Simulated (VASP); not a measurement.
Set up this calculation in VASP 6.6.1, as the native input.

- Task: relaxation of cell and atoms
- Functional: PBE
- Potentials or basis: VASP PAW PBE potentials, release 64 (Mo_sv)
- Cutoff: 600 eV
- k mesh: 14 × 14 × 14
- Occupations: fermi-dirac, width 0.05 eV
- Spin: no spin polarisation
- Dipole correction: no
- Further INCAR settings: ALGO = Normal; EDIFF = 1e-06; IBRION = 2; EDIFFG = -0.005; NSW = 60; ISIF = 3

The structure of Mo lies in POSCAR:

```
Mo
1.0
    0.0000000000      2.7041431590      2.7041431590
    2.7041431590      0.0000000000      2.7041431590
    2.7041431590      2.7041431590      0.0000000000
Mo
2
Direct
   -0.1250000000     -0.1250000000     -0.1250000000
    0.1250000000      0.1250000000      0.1250000000
```

This isn't the form of Mo at room conditions, which is bcc.

The input as run:

INCAR

```
SYSTEM = Mo
PREC = Accurate ; ENCUT = 600
EDIFF = 1E-6 ; ISMEAR = -1
SIGMA = 0.05 ; LREAL = .False.
LASPH = .True. ; NELM = 60
ALGO = Normal ; ISIF = 3
LWAVE = .False. ; LCHARG = .False.
GGA = PE ; IBRION = 2
NSW = 60 ; EDIFFG = -0.005
```

KPOINTS

```
Automatic mesh
0
Gamma
  14 14 14
  0 0 0
```

Potentials or basis: VASP PAW PBE potentials, release 64 (Mo_sv).

Command:

```bash
$ cat potpaw_PBE.64/Mo_sv/POTCAR > POTCAR
$ mpirun -np 1 vasp_std > vasp.out
```

It gave:

```yaml
Relaxed_volume: 23.08 Å³/atom
Relaxed_cell: a = 4.026 Å, b = 4.026 Å, c = 4.026 Å, α = 60.00°, β = 60.00°, γ = 60.00°
Space_group_after_relaxing_to_0.1_Å: Fd-3m (No. 227)
Energy_gained_by_relaxing: 205.8 meV/atom
Ionic_steps: 23
Pressure_after_relaxing: 0.0 GPa
Band_gap_on_the_k_mesh: zero (bands 14 and 15 overlap by 0.54 eV)
```

Caveat: the volume moved by over 15 % at a fixed basis, so the end points are rough.

It took 3.1 min on 1 thread of Intel(R) Xeon(R) 6975P-C (Granite Rapids), on a shared host, peak memory 0.23 GiB.
